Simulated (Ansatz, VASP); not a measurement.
**Two plane-wave programs on CoSi2**

```
Si Co
1.0
     7.50131    0.00000    0.00000
    -3.75066    6.49633    0.00000
     0.00000    0.00000   22.59360
Si Co
16 8
Direct
  0.50000 0.50000 0.35408
  0.50000 0.00000 0.35408
  0.00000 0.50000 0.35408
  0.00000 0.00000 0.35408
  0.66667 0.33333 0.42185
  0.66667 0.83333 0.42185
  0.16667 0.33333 0.42185
  0.16667 0.83333 0.42185
  0.83365 0.66679 0.48818
  0.83347 0.16670 0.48811
  0.33329 0.66677 0.48819
  0.33323 0.16634 0.48820
  0.99963 0.49912 0.55626
  0.99978 0.00053 0.55621
  0.50000 0.49988 0.55632
  0.50128 0.00069 0.55612
  0.33333 0.16667 0.38797
  0.33333 0.66667 0.38797
  0.83333 0.16667 0.38797
  0.83333 0.66667 0.38797
  0.66671 0.33343 0.52494
  0.66673 0.83319 0.52499
  0.16684 0.33338 0.52496
  0.16670 0.83321 0.52535
```

Alike in both runs: task single point; functional PBE; dispersion D3(BJ); k mesh 3 × 3 × 1; occupations gaussian, width 0.1 eV; no spin polarisation.

```csv
,VASP,Ansatz
version,VASP 6.6.1,Ansatz 0.2.0
potentials or method,"VASP PAW PBE potentials, release 64 (Si, Co), cutoff 520 eV","scalar-relativistic, plane waves, PAW"
valence electrons in the cell,136,200
```

Ansatz gave:

```
rms of the force components (eV/Å) : 0.196
```

Problem. Which values does VASP return?

Solution. rms of the force components (eV/Å): 0.195.

VASP's potentials hold 136 valence electrons a cell and Ansatz's 200, so a difference there can come from the potentials and not from the codes.
